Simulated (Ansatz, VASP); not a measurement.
**ScSi4O in VASP and in Ansatz**

```xyz
6
Lattice="0.0000 3.5066 3.5066 3.5066 0.0000 3.5066 3.5066 3.5066 0.0000" Properties=species:S:1:pos:R:3 pbc="T T T"
Sc    1.7533    1.7533    1.7533
Si    2.6190    4.3942    2.6190
Si    2.6190    2.6190    4.3942
Si    4.3942    4.3942    4.3942
Si    4.3942    2.6190    2.6190
O     0.0000    0.0000    0.0000
```

Change from the starting cell: species swapped into the LaPrAl4 type (F-43m, No. 216).

Alike in both runs: functional PBE; k mesh 4 × 4 × 4; occupations gaussian, width 0.1 eV; no spin polarisation.

Ansatz relaxed the structure, and its values are those at the end. VASP's run is a single point on that final structure, the one shown.

|  | VASP | Ansatz |
| --- | --- | --- |
| version | VASP 6.6.1 | Ansatz 0.2.0 |
| potentials or method | VASP PAW PBE potentials, release 64 (Sc_sv, Si, O), cutoff 520 eV | scalar-relativistic, plane waves, PAW |
| valence electrons in the cell | 33 | 33 |

```csv
,VASP,Ansatz,Ansatz less VASP
gap on the k mesh at the Fermi level (eV),none,none,-
pressure (GPa),-0.1,-0.1,+0.02
```

A gap of «none» marks a metal or a gap that the smearing closes. The functional is the same, so the differences come from potentials, cutoffs and numerics.

The k mesh is coarse, so the values compare programs but aren't converged.
